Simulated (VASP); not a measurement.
# Sn in VASP: a series of runs

Runs on Sn. Level: PBE+D3(BJ). Tasks: single point.

Everything below comes from runs of VASP 6.6.1. Logs are shortened: lines on timing, memory, paths and dates and some standing lists are left out, and cuts for length are marked.

## Step 1: The cell of the first run

The typed cell holds 2 atoms: a = 3.295 Å, b = 3.295 Å, c = 4.963 Å, α = 89.99°, β = 89.99°, γ = 82.28°.

## Step 2: Single point, PBE+D3(BJ) (mode 1 (-6.9 1/cm) frozen in, largest displacement -0.200 Å)

Contents of INCAR:

```
SYSTEM = Sn
ALGO = Fast ; EDIFF = 1E-6
ENCUT = 520 ; GGA = PE
ISIF = 2 ; ISMEAR = 0
IVDW = 12 ; LASPH = .True.
LCHARG = .True. ; LELF = .True.
LREAL = .False. ; LVHAR = .True.
LWAVE = .False. ; NBANDS = 21
NELM = 80 ; PREC = Accurate
SIGMA = 0.15
```

Contents of KPOINTS:

```
k-points
0
Gamma
  18 18 12
  0 0 0
```

Contents of POSCAR:

```
Sn
1.0
   -1.7544065422      1.7546136957     -2.1674907473
   -1.7544065422      1.7546136957      2.1674907473
    3.5088130844      3.5092273914      0.0000000000
Sn
2
Direct
   -0.0403022346     -0.0403022346      0.0000047346
    0.5403022346      0.5403022346      0.4999952654
```

Potentials or basis: VASP PAW PBE potentials, release 64 (Sn_d).

Command:

```sh
$ cat potpaw_PBE.64/Sn_d/POTCAR > POTCAR
$ mpirun -np 1 vasp_std > vasp.out
```

OUTCAR:

```text
SYSTEM = Sn
   EDIFF = 1E-6
   ENCUT = 520
   GGA = PE
   ISIF = 2
   ISMEAR = 0
   IVDW = 12
   LASPH = .True.
   LREAL = .False.
   NELM = 80
   PREC = Accurate
 IVDW          = 12

 ion  position               nearest neighbor table
   1  0.960  0.960  0.000-   2 3.24   2 3.24   2 3.32   2 3.32   2 3.32   2 3.32
   2  0.540  0.540  0.500-   1 3.24   1 3.24   1 3.32   1 3.32   1 3.32   1 3.32

  LATTYP: Found a base centered monoclinic cell.
 ALAT       =     4.9625040197
 B/A-ratio  =     0.8735472006
 C/A-ratio  =     1.0000000000
 COS(beta)  =    -0.0001180691

  Lattice vectors:

 A1 = (   1.7544065422,  -1.7546136957,   2.1674907473)
 A2 = (   1.7544065422,  -1.7546136957,  -2.1674907473)
 A3 = (   3.5088130844,   3.5092273914,   0.0000000000)

Analysis of symmetry for initial positions (statically):
=====================================================================
 Subroutine PRICEL returns:
 Original cell was already a primitive cell.

 Routine SETGRP: Setting up the symmetry group for a
 base centered monoclinic supercell.

 Subroutine GETGRP returns: Found  4 space group operations
 (whereof  2 operations were pure point group operations)
 out of a pool of  4 trial point group operations.

The static configuration has the point symmetry C_1h.
 The point group associated with its full space group is C_2h.

Analysis of symmetry for dynamics (positions and initial velocities):
=====================================================================
 Subroutine PRICEL returns:
 Original cell was already a primitive cell.

 Routine SETGRP: Setting up the symmetry group for a
 base centered monoclinic supercell.

 Subroutine GETGRP returns: Found  4 space group operations
 (whereof  2 operations were pure point group operations)
 out of a pool of  4 trial point group operations.

The dynamic configuration has the point symmetry C_1h.
 The point group associated with its full space group is C_2h.

 Subroutine INISYM returns: Found  4 space group operations
 (whereof  2 operations are pure point group operations),
 and found     1 'primitive' translations

----------------------------------------------------------------------------------------

                                     Primitive cell

  volume of cell :      53.3776

  direct lattice vectors                    reciprocal lattice vectors
    -1.754406542  1.754613696 -2.167490747    -0.142498329  0.142481505 -0.230681492
    -1.754406542  1.754613696  2.167490747    -0.142498329  0.142481505  0.230681492
     3.508813084  3.509227391  0.000000000     0.142498329  0.142481505  0.000000000

  length of vectors
     3.294636198  3.294636198  4.962504020     0.306301655  0.306301655  0.201511173

  position of ions in fractional coordinates (direct lattice)
     0.959697765  0.959697765  0.000004735
     0.540302235  0.540302235  0.499995265

  ion indices of the primitive-cell ions
   primitive index   ion index
                 1           1
                 2           2

----------------------------------------------------------------------------------------

 KPOINTS: k-points

Automatic generation of k-mesh.
 Grid dimensions read from file:
 generate k-points for:   18   18   12

 Generating k-lattice:

  Cartesian coordinates                     Fractional coordinates (reciprocal lattice)
    -0.007916574  0.007915639 -0.012815638     0.055555556  0.000000000  0.000000000
    -0.007916574  0.007915639  0.012815638     0.000000000  0.055555556  0.000000000
     0.011874861  0.011873459  0.000000000     0.000000000  0.000000000  0.083333333

  Length of vectors
     0.017016759  0.017016759  0.016792598

  Shift w.r.t. Gamma in fractional coordinates (k-lattice)
     0.000000000  0.000000000  0.000000000

 Subroutine IBZKPT returns following result:
 ===========================================

 Found   1037 irreducible k-points:

 Following reciprocal coordinates:
            Coordinates               Weight
  0.000000  0.000000  0.000000      1.000000
  0.055556  0.000000 -0.000000      4.000000
  0.111111  0.000000 -0.000000      4.000000
  0.166667 -0.000000 -0.000000      4.000000
  0.222222  0.000000 -0.000000      4.000000
  0.277778 -0.000000 -0.000000      4.000000
[... 16 lines left out ...]
 -0.277778  0.055556  0.000000      4.000000
 -0.222222  0.055556  0.000000      4.000000
 [... further k-points ...]
   k-points           NKPTS =   1037   k-points in BZ     NKDIM =   1037   number of bands    NBANDS=     21
   number of dos      NEDOS =    301   number of ions     NIONS =      2
   total plane-waves  NPLWV =  31360
   dimension x,y,z NGX =    28 NGY =   28 NGZ =   40
   dimension x,y,z NGXF=    56 NGYF=   56 NGZF=   80
   ions per type =               2
   NGX,Y,Z   is equivalent  to a cutoff of  14.13, 14.13, 13.40 a.u.
   NGXF,Y,Z  is equivalent  to a cutoff of  28.26, 28.26, 26.80 a.u.
 SYSTEM =  Sn
   PREC   = accura    normal or accurate (medium, high low for compatibility)
   ISTART =      0    job   : 0-new  1-cont  2-samecut
   ICHARG =      2    charge: 1-file 2-atom 10-const
   ISPIN  =      1    spin polarized calculation?
   LNONCOLLINEAR =      F non collinear calculations
   LSORBIT =      F    spin-orbit coupling
   LASPH  =      T    aspherical Exc in radial PAW
   ENCUT  =  520.0 eV  38.22 Ry    6.18 a.u.   6.13  6.13  9.23*2*pi/ulx,y,z
   NELM   =     80;   NELMIN=  2; NELMDL= -5     # of ELM steps
   EDIFF  = 0.1E-05   stopping-criterion for ELM
   LREAL  =      F    real-space projection
   EDIFFG = 0.1E-04   stopping-criterion for IOM
   NSW    =      0    number of steps for IOM
   IBRION =     -1    ionic relax: 0-MD 1-quasi-New 2-CG
   NFREE  =      0    steps in history (QN), initial steepest desc. (CG)
   ISIF   =      2    stress and relaxation
   ISYM   =      2    0-nonsym 1-usesym 2-fastsym
   POTIM  = 0.5000    time-step for ionic-motion
   TEBEG  =    0.0;   TEEND  =   0.0 temperature during run
   PSTRESS=    0.0 pullay stress
   NELECT =      28.0000    total number of electrons
   NUPDOWN=      -1.0000    fix difference up-down
   EMIN   =  10.00;   EMAX   =-10.00  energy-range for DOS
   EFERMI =   0.00;   METHOD = LEGACY
   ISMEAR =     0;   SIGMA  =   0.15  broadening in eV -4-tet -1-fermi 0-gaus
   EFERMI_NEDOS =   21; number of points for ismear=-14 and -15
   IALGO  =     68    algorithm
   IMIX   =      4    mixing-type and parameters
     AMIX     =   0.40;   BMIX     =  1.00
     AMIX_MAG =   1.60;   BMIX_MAG =  1.00
  volume/ion in A,a.u.               =      26.69       180.10
  Fermi-wavevector in a.u.,A,eV,Ry     =   1.320306  2.495016 23.717774  1.743207
  Thomas-Fermi vector in A             =   2.450141
   LORBIT       =      0    0 simple, 1 ext, 2 COOP (PROOUT), +10 PAW based schemes
   GGA     = PE    functional components
   LHFCALC =     F    Hartree Fock is set to
   AEXX    =    0.0000 exact exchange contribution
   IVDW    =    12    specifies the selected vdW correction
   LEPSILON=     F    determine dielectric tensor
   LRPA    =     F    only Hartree local field effects (RPA)
 non-spin polarized calculation
 RMM-DIIS sequential band-by-band and
 Gauss-broadening in eV      SIGMA  =   0.15
  energy-cutoff  :      520.00
  volume of cell :       53.38
 maximum number of plane-waves:      1456
 NGX is ok and might be reduce to    28
   NGX = 13   NGY = 13   NGZ = 19

 number of electron      27.9999999 magnetization

 Free energy of the ion-electron system (eV)
  ---------------------------------------------------
  ext. energy  EPLUGINS =         0.00000000
  ---------------------------------------------------
  free energy    TOTEN  =        -7.54958288 eV

  energy without entropy =       -7.53775887  energy(sigma->0) =       -7.54367087

 E-fermi :   8.3657     XC(G=0): -10.4386

 val. band max:        8.3600286873   @ k =  -0.0556   0.5000   0.0833
 cond. band min:       8.3686614594   @ k =  -0.4444   0.2222   0.0833
 fundamental gap:      0.0086327721
 Fermi energy:         8.3656649530

 k-point     1 :       0.0000    0.0000    0.0000
  band No.  band energies     occupation
      1     -13.3198      2.00000
      2     -13.2522      2.00000
      3     -13.2506      2.00000
      4     -13.2274      2.00000
      5     -13.1928      2.00000
      6     -13.1765      2.00000
[... 13 lines left out ...]
     20      17.0726      0.00000
     21      19.2489      0.00000

 k-point     2 :       0.0556    0.0000   -0.0000
  band No.  band energies     occupation
      1     -13.3159      2.00000
      2     -13.2519      2.00000
      3     -13.2455      2.00000
      4     -13.2270      2.00000
      5     -13.1936      2.00000
      6     -13.1755      2.00000
[... 13 lines left out ...]
     20      16.9642      0.00000
     21      18.8803      0.00000

 k-point     3 :       0.1111    0.0000   -0.0000
  band No.  band energies     occupation
      1     -13.3055      2.00000
      2     -13.2471      2.00000
      3     -13.2347      2.00000
      4     -13.2258      2.00000
      5     -13.1958      2.00000
      6     -13.1716      2.00000
[... 13 lines left out ...]
     20      17.0754      0.00000
     21      18.6252      0.00000

 k-point     4 :       0.1667   -0.0000   -0.0000
  band No.  band energies     occupation
      1     -13.2932      2.00000
      2     -13.2368      2.00000
      3     -13.2245      2.00000
      4     -13.2203      2.00000
      5     -13.1982      2.00000
      6     -13.1631      2.00000
[... 13 lines left out ...]
     20      18.4799      0.00000
     21      18.6369      0.00000

 k-point     5 :       0.2222    0.0000   -0.0000
  band No.  band energies     occupation
      1     -13.2837      2.00000
      2     -13.2241      2.00000
      3     -13.2241      2.00000
      4     -13.2023      2.00000
      5     -13.1997      2.00000
      6     -13.1482      2.00000
[... 13 lines left out ...]
     20      18.7962      0.00000
     21      19.6174      0.00000

 k-point     6 :       0.2778   -0.0000   -0.0000
  band No.  band energies     occupation
      1     -13.2782      2.00000
      2     -13.2246      2.00000
      3     -13.2156      2.00000
      4     -13.1999      2.00000
      5     -13.1792      2.00000
      6     -13.1313      2.00000
[... 13 lines left out ...]
     20      19.0436      0.00000
     21      19.3154      0.00000

 k-point     7 :       0.3333    0.0000   -0.0000
  band No.  band energies     occupation
      1     -13.2755      2.00000
      2     -13.2250      2.00000
      3     -13.2110      2.00000
      4     -13.2001      2.00000
      5     -13.1606      2.00000
      6     -13.1281      2.00000
[... 13 lines left out ...]
     20      19.2009      0.00000
     21      19.3495      0.00000
[... 291 lines left out ...]
      1     -13.2699      2.00000
      2     -13.2291      2.00000
      3     -13.2019      2.00000
      4     -13.1999      2.00000
      5     -13.1593      2.00000
      6     -13.1410      2.00000
[... 13 lines left out ...]
     20      18.9774      0.00000
     21      19.0380      0.00000

 k-point    21 :      -0.3889    0.0556    0.0000
  band No.  band energies     occupation
      1     -13.2703      2.00000
      2     -13.2301      2.00000
      3     -13.2022      2.00000
      4     -13.1901      2.00000
      5     -13.1570      2.00000
      6     -13.1411      2.00000
[... 13 lines left out ...]
     20      18.5667      0.00000
     21      19.3206      0.00000

 k-point    22 :      -0.3333    0.0556    0.0000
  band No.  band energies     occupation
      1     -13.2714      2.00000
      2     -13.2283      2.00000
      3     -13.2043      2.00000
      4     -13.1878      2.00000
      5     -13.1579      2.00000
      6     -13.1341      2.00000
[... 13 lines left out ...]
     20      18.2212      0.00000
     21      19.4665      0.00000

 k-point    23 :      -0.2778    0.0556    0.0000
  band No.  band energies     occupation
      1     -13.2739      2.00000
      2     -13.2241      2.00000
      3     -13.2096      2.00000
      4     -13.1921      2.00000
      5     -13.1762      2.00000
      6     -13.1374      2.00000
[... 13 lines left out ...]
     20      17.9549      0.00000
     21      19.8776      0.00000

 k-point    24 :      -0.2222    0.0556    0.0000
  band No.  band energies     occupation
      1     -13.2792      2.00000
      2     -13.2207      2.00000
      3     -13.2188      2.00000
      4     -13.1984      2.00000
      5     -13.1984      2.00000
      6     -13.1438      2.00000
[... 13 lines left out ...]
     20      17.7850      0.00000
     21      20.2986      0.00000

 [... further k-points ...]

------------------------ aborting loop because EDIFF is reached ----------------------------------------

 Edisp (eV)   -0.78499

 E8    (eV) :    -0.3770

  FORCE on cell =-STRESS in cart. coord.  units (eV):
  Direction    XX          YY          ZZ          XY          YZ          ZX
  --------------------------------------------------------------------------------------
  -------------------------------------------------------------------------------------
  Total       0.17143     0.16992     0.11571     0.08174     0.00000     0.00000
  in kB       5.14552     5.10030     3.47324     2.45360     0.00000     0.00000
  external pressure =        4.57 kB  Pullay stress =        0.00 kB

 VOLUME and BASIS-vectors are now :
 -----------------------------------------------------------------------------
  energy-cutoff  :      520.00
  volume of cell :       53.38
      direct lattice vectors                 reciprocal lattice vectors
    -1.754406542  1.754613696 -2.167490747    -0.142498329  0.142481505 -0.230681492
    -1.754406542  1.754613696  2.167490747    -0.142498329  0.142481505  0.230681492
     3.508813084  3.509227391  0.000000000     0.142498329  0.142481505  0.000000000

 POSITION                                       TOTAL-FORCE (eV/Angst)
 -----------------------------------------------------------------------------------
     -3.36738      3.36781      0.00000        -0.037388      0.036983      0.000000
     -0.14143      3.65064      0.00000         0.037388     -0.036983      0.000000
 -----------------------------------------------------------------------------------
    total drift:                                0.000000     -0.000000      0.000000

  FREE ENERGIE OF THE ION-ELECTRON SYSTEM (eV)
  ---------------------------------------------------
  free  energy   TOTEN  =        -8.3345695696 eV

  energy  without entropy=       -8.3227455590  energy(sigma->0) =       -8.32865756
```

Run time: 7.3 min. Hardware: 1 thread of Intel Xeon 6975P-C (Granite Rapids), shared host; peak memory 0.91 GiB.

What came out:

```yaml
Free_energy: -8.3346 eV
Pressure: 0.5 GPa
Largest_force: 0.053 eV/Å
Band_gap_on_the_k_mesh: zero (band 14 reaches 12.09 eV, above the bottom of band 15 at 6.51 eV)
Dispersion_energy_per_atom: -0.392 eV
```

Forces on the atoms (eV/Å):
```
Sn  -0.037  0.037  0.000
Sn   0.037 -0.037  0.000
```

Stress tensor (GPa, compression positive):
```
0.51 0.25 0.00
0.25 0.51 0.00
0.00 0.00 0.35
```

Levels at points of the mesh, in eV from the Fermi level:
```csv
k point,band 10,band 11,band 12,band 13,band 14,band 15,band 16,band 17,band 18,band 19
"(0.00, 0.00, 0.00)",-21.40,-11.31,-5.50,-4.14,2.55,3.28,5.76,5.80,8.16,8.35
"(0.50, 0.00, 0.00)",-21.43,-8.11,-7.18,-1.46,-0.93,-0.84,0.55,4.64,6.69,9.06
"(0.50, 0.50, 0.00)",-21.39,-5.44,-4.82,-2.83,-2.75,0.90,1.16,2.38,2.55,4.15
"(0.00, 0.00, 0.50)",-21.43,-9.70,-9.70,2.71,2.71,4.20,4.20,4.93,4.93,7.65
"(0.50, 0.00, 0.50)",-21.41,-6.87,-6.87,-4.64,-4.64,4.98,4.98,6.22,6.22,9.34
"(0.50, 0.50, 0.50)",-21.39,-4.49,-4.49,-2.67,-2.67,-1.01,-1.01,0.77,0.77,9.32
```

Caveat: the cell differs from its parent crystal (mode 1 (-6.9 1/cm) frozen in, largest displacement -0.200 Å); spin-orbit coupling is left out, which moves the levels of the heavy elements; pairwise dispersion overbinds metals, which lowers pressure and volume.

[end of part 1 of 2]
